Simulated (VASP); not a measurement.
A run of VASP 6.6.1:

INCAR

```
PREC = Accurate ; ENCUT = 500
EDIFF = 1E-6 ; ISMEAR = -1
SIGMA = 0.15 ; LREAL = False
LASPH = True ; NELM = 120
ALGO = Normal ; ISIF = 2
LWAVE = False ; LCHARG = False
GGA = PE ; NBANDS = 21
GGA_COMPAT = False
```

The input KPOINTS:

```
Automatic mesh
0
Gamma
  7 7 7
```

File POSCAR:

```
Sn
1.0
    0.0000000000      3.2333430000      3.2333430000
    3.2333430000      0.0000000000      3.2333430000
    3.2333430000      3.2333430000      0.0000000000
Sn
2
Direct
    0.0000000000      0.0000000000      0.0000000000
    0.2500000000      0.2500000000      0.2500000000
```

Potentials or basis: VASP PAW PBE potentials, release 64 (Sn_d).

Run with:

```bash
$ cat potpaw_PBE.64/Sn_d/POTCAR > POTCAR
$ mpirun -np 1 vasp_std > vasp.out
```

Hardware: 1 thread of Intel(R) Xeon(R) 6975P-C (Granite Rapids), on a shared host.

Problem. How long does it take, and how much memory?

Solution. It took 15 s on 1 thread of Intel(R) Xeon(R) 6975P-C (Granite Rapids) (shared host), peak memory 0.19 GiB. Counts: scf iterations 12, k points 20.
